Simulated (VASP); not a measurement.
# NaCl (Pm-3m) in VASP: notebook, part 2 of 2

VASP 6.6.1.

## Step 4: Single point, r2SCAN

The input, POSCAR:

```
NaCl
1.0
    3.4595453127      0.0000000000      0.0000000000
    0.0000000000      3.4595453127      0.0000000000
    0.0000000000      0.0000000000      3.4595453127
Na Cl
1 1
Direct
    0.0000000000      0.0000000000      0.0000000000
    0.5000000000      0.5000000000      0.5000000000
```

The input, INCAR.step1:

```
  PREC = Accurate
  ENCUT = 520
  ISMEAR = -1
  SIGMA = 0.02
  LREAL = False
  LASPH = True
  NELM = 80
  NBANDS = 14
  GGA = PE
  ALGO = Normal
  EDIFF = 1E-4
  LWAVE = True
  LCHARG = False
```

The input, INCAR.step2:

```
  PREC = Accurate
  ENCUT = 520
  EDIFF = 1E-6
  ISMEAR = -1
  SIGMA = 0.02
  LREAL = False
  LASPH = True
  NELM = 80
  ALGO = Normal
  ISIF = 2
  LWAVE = False
  LCHARG = False
  METAGGA = R2SCAN
  LMIXTAU = True
  NBANDS = 14
  ISTART = 1
```

The input, KPOINTS:

```
Automatic mesh
0
Gamma
  6 6 6
```

Potentials or basis: VASP PAW PBE potentials, release 64 (Na_pv, Cl).

Command:

```sh
$ cat potpaw_PBE.64/Na_pv/POTCAR potpaw_PBE.64/Cl/POTCAR > POTCAR
$ cp INCAR.step1 INCAR
$ mpirun -np 1 vasp_std > vasp.out
$ cp INCAR.step2 INCAR
$ mpirun -np 1 vasp_std > vasp.out
```

OUTCAR:

```text
PREC = Accurate
   ENCUT = 520
   EDIFF = 1E-6
   ISMEAR = -1
   LREAL = False
   LASPH = True
   NELM = 80
   ISIF = 2
   METAGGA = R2SCAN
   ISTART = 1

 ion  position               nearest neighbor table
   1  0.000  0.000  0.000-
   2  0.500  0.500  0.500-

  LATTYP: Found a simple cubic cell.
 ALAT       =     3.4595453127

  Lattice vectors:

 A1 = (   3.4595453127,   0.0000000000,   0.0000000000)
 A2 = (   0.0000000000,   3.4595453127,   0.0000000000)
 A3 = (   0.0000000000,   0.0000000000,   3.4595453127)

Analysis of symmetry for initial positions (statically):
=====================================================================
 Subroutine PRICEL returns:
 Original cell was already a primitive cell.

 Routine SETGRP: Setting up the symmetry group for a
 simple cubic supercell.

 Subroutine GETGRP returns: Found 48 space group operations
 (whereof 48 operations were pure point group operations)
 out of a pool of 48 trial point group operations.

The static configuration has the point symmetry O_h .

Analysis of symmetry for dynamics (positions and initial velocities):
=====================================================================
 Subroutine PRICEL returns:
 Original cell was already a primitive cell.

 Routine SETGRP: Setting up the symmetry group for a
 simple cubic supercell.

 Subroutine GETGRP returns: Found 48 space group operations
 (whereof 48 operations were pure point group operations)
 out of a pool of 48 trial point group operations.

The dynamic configuration has the point symmetry O_h .

 Subroutine INISYM returns: Found 48 space group operations
 (whereof 48 operations are pure point group operations),
 and found     1 'primitive' translations

----------------------------------------------------------------------------------------

[... 112 lines left out ...]
   METAGGA = R2SCAN    functional components
   LHFCALC =     F    Hartree Fock is set to
   AEXX    =    0.0000 exact exchange contribution
   IVDW    =     0    specifies the selected vdW correction
   LEPSILON=     F    determine dielectric tensor
   LRPA    =     F    only Hartree local field effects (RPA)
 non-spin polarized calculation
  energy-cutoff  :      520.00
  volume of cell :       41.41
 maximum number of plane-waves:      1141
 NGX is ok and might be reduce to    28
   NGX = 13   NGY = 13   NGZ = 13

 number of electron      13.9999999 magnetization

 Free energy of the ion-electron system (eV)
  ---------------------------------------------------
  ext. energy  EPLUGINS =         0.00000000
  ---------------------------------------------------
  free energy    TOTEN  =       -13.46547836 eV

  energy without entropy =      -13.46547836  energy(sigma->0) =      -13.46547836

 E-fermi :   0.7713     XC(G=0):  -9.0754

 val. band max:        0.2978649239   @ k =   0.5000   0.5000   0.0000
 cond. band min:       5.2484123607   @ k =   0.0000   0.0000   0.0000
 fundamental gap:      4.9505474369
 Fermi energy:         0.7713055365

 k-point     1 :       0.0000    0.0000    0.0000
  band No.  band energies     occupation
      1     -22.4989      2.00000
      2     -22.4989      2.00000
      3     -22.4989      2.00000
      4     -13.7978      2.00000
      5      -0.2383      2.00000
      6      -0.2383      2.00000
      7      -0.2383      2.00000
      8       5.2484      0.00000
      9       9.4372      0.00000
     10       9.4372      0.00000
     11      17.0980      0.00000
     12      17.0980      0.00000
     13      17.0980      0.00000
     14      17.6148      0.00000
[... 309 lines left out ...]
      1     -22.5266      2.00000
      2     -22.5266      2.00000
      3     -22.5266      2.00000
      4     -12.7822      2.00000
      5      -1.7170      2.00000
      6      -1.7170      2.00000
      7      -1.7170      2.00000
      8       8.0494      0.00000
      9       8.0494      0.00000
     10       8.0494      0.00000
     11      13.5820      0.00000
     12      17.6453      0.00000
     13      17.6453      0.00000
     14      17.6453      0.00000

------------------------ aborting loop because EDIFF is reached ----------------------------------------

  FORCE on cell =-STRESS in cart. coord.  units (eV):
  Direction    XX          YY          ZZ          XY          YZ          ZX
  --------------------------------------------------------------------------------------
  -------------------------------------------------------------------------------------
  Total       -0.0693130     -0.0693130     -0.0693130     -0.0000000      0.0000000     -0.0000000
  in kB       -2.6820577     -2.6820577     -2.6820577     -0.0000000      0.0000000     -0.0000000
  external PRESSURE =      -2.6820577 kB  Pullay stress =       0.0000000 kB

 VOLUME and BASIS-vectors are now :
 -----------------------------------------------------------------------------
  energy-cutoff  :      520.00
  volume of cell :       41.41
      direct lattice vectors                 reciprocal lattice vectors
     3.459545313  0.000000000  0.000000000     0.289055327  0.000000000  0.000000000
     0.000000000  3.459545313  0.000000000     0.000000000  0.289055327  0.000000000
     0.000000000  0.000000000  3.459545313     0.000000000  0.000000000  0.289055327

 POSITION                                       TOTAL-FORCE (eV/Angst)
 -----------------------------------------------------------------------------------
      0.00000      0.00000      0.00000         0.000000      0.000000      0.000000
      1.72977      1.72977      1.72977         0.000000      0.000000      0.000000
 -----------------------------------------------------------------------------------
    total drift:                               -0.000000      0.000000      0.000000

  FREE ENERGIE OF THE ION-ELECTRON SYSTEM (eV)
  ---------------------------------------------------
  free  energy   TOTEN  =       -13.4654783639 eV

  energy  without entropy=      -13.4654783639  energy(sigma->0) =      -13.46547836
```

OUTCAR.step1:

```text
PREC = Accurate
   ENCUT = 520
   ISMEAR = -1
   LREAL = False
   LASPH = True
[... 554 lines left out ...]
      0.00000      0.00000      0.00000         0.000000      0.000000      0.000000
      1.72977      1.72977      1.72977         0.000000      0.000000      0.000000
 -----------------------------------------------------------------------------------
    total drift:                               -0.000000      0.000000      0.000000

  FREE ENERGIE OF THE ION-ELECTRON SYSTEM (eV)
  ---------------------------------------------------
  free  energy   TOTEN  =        -6.4624356166 eV

  energy  without entropy=       -6.4624356166  energy(sigma->0) =       -6.46243562
```

OSZICAR.step1:

```text
N       E                     dE             d eps       ncg     rms          rms(c)
DAV:   1     0.991205935510E+02    0.99121E+02   -0.70674E+03   560   0.108E+03
DAV:   2     0.110429642809E+01   -0.98016E+02   -0.88481E+02   644   0.271E+02
DAV:   3    -0.659245623820E+01   -0.76968E+01   -0.76517E+01   668   0.709E+01
DAV:   4    -0.670796052503E+01   -0.11550E+00   -0.11545E+00   674   0.927E+00
DAV:   5    -0.671048071681E+01   -0.25202E-02   -0.25201E-02   716   0.139E+00    0.234E+00
DAV:   6    -0.649156855867E+01    0.21891E+00   -0.29392E-01   702   0.342E+00    0.167E+00
DAV:   7    -0.646246188184E+01    0.29107E-01   -0.90703E-02   768   0.183E+00    0.115E+00
DAV:   8    -0.646260380523E+01   -0.14192E-03   -0.10624E-02   596   0.940E-01    0.429E-01
DAV:   9    -0.646236780825E+01    0.23600E-03   -0.46200E-04   704   0.162E-01    0.191E-01
DAV:  10    -0.646243561655E+01   -0.67808E-04   -0.22073E-04   602   0.113E-01
   1 F= -.64624356E+01 E0= -.64624356E+01  d E =-.134629E-11
```

It took 52 s on 1 thread of Intel Xeon 8259CL, shared host; peak memory 0.16 GiB.

Results:

```yaml
Free_energy: -13.4655 eV
Pressure: -0.3 GPa
Band_gap_on_the_k_mesh: 4.95 eV (least direct gap 5.49 eV)
```

Caveat: the PAW data sets were made with another functional, which shifts forces and pressure a little. A k mesh can miss the band edges.

## Step 5: The runs side by side

```csv
level,cell,k mesh,smearing,gap on the mesh (eV),pressure (GPa)
PBE,"a = 3.460 Å, 2 atoms",4 × 4 × 4,gaussian 0.01 eV,4.10,1.2
PBEsol,"a = 3.447 Å, 2 atoms",6 × 6 × 6,fermi-dirac 0.02 eV,3.99,0.0
r2SCAN,"a = 3.460 Å, 2 atoms",6 × 6 × 6,fermi-dirac 0.02 eV,4.95,-0.3
```

Alike in all rows: task single point; potentials or basis VASP PAW PBE potentials, release 64 (Na_pv, Cl); no spin polarisation; cutoff (eV) 520.

Caveats: some runs use coarse meshes; the PAW data sets were made with another functional, which shifts forces and pressure a little (at least some runs).

Total energies depend on the potentials used, so only differences within one code and one set of settings carry meaning.
